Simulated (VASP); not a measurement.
The system is ScIn.

```xyz
2
Lattice="3.1949 0.0000 0.0000 0.0000 3.1949 0.0000 0.0000 0.0000 4.3797" Properties=species:S:1:pos:R:3 pbc="T T T"
Sc    0.0000    0.0000    0.0000
In    1.5975    1.5975    2.1899
```

```yaml
Program: VASP 6.6.1
Task: relaxation of cell and atoms
Functional: PBEsol
Potentials_or_basis: VASP PAW PBE potentials, release 64 (Sc_sv, In_d)
Cutoff: 600 eV
k_mesh: 7 × 7 × 5
Occupations: gaussian, width 0.05 eV
Spin: no spin polarisation
```

At the start: pressure -2.6 GPa; volume 22.35 Å³/atom.

**Question.** How do energy, volume and symmetry change on relaxing?

**Answer.** Over 9 steps the energy falls by 7.7 meV/atom and the volume is 21.56 Å³/atom (-3.5 %); space group P4/mmm (No. 123, to 0.1 Å) before and after.

Step by step:
| step | energy change (eV) | largest force (eV/Å) | pressure (GPa) | volume (Å³) |
| --- | --- | --- | --- | --- |
| 1 | 0.0000 | 0.0000 | -2.57 | 44.71 |
| 2 | -0.0123 | 0.0000 | 1.26 | 42.43 |
| 3 | -0.0147 | 0.0000 | 0.09 | 43.05 |
| 4 | -0.0152 | 0.0000 | 0.05 | 43.09 |
| 5 | -0.0154 | 0.0000 | 0.02 | 43.11 |
| 6 | -0.0154 | 0.0000 | -0.01 | 43.12 |
| 7 | -0.0154 | 0.0000 | -0.02 | 43.13 |
| 8 | -0.0154 | 0.0000 | 0.00 | 43.13 |
| 9 | -0.0154 | 0.0000 | 0.00 | 43.13 |

Final structure:
```
Sc In
1.0
     3.17508    0.00000    0.00000
     0.00000    3.17508    0.00000
     0.00000    0.00000    4.27790
Sc In
1 1
Direct
  0.00000 0.00000 0.00000
  0.50000 0.50000 0.50000
```

Caveat: the PAW data sets were made with another functional, which shifts forces and pressure a little.
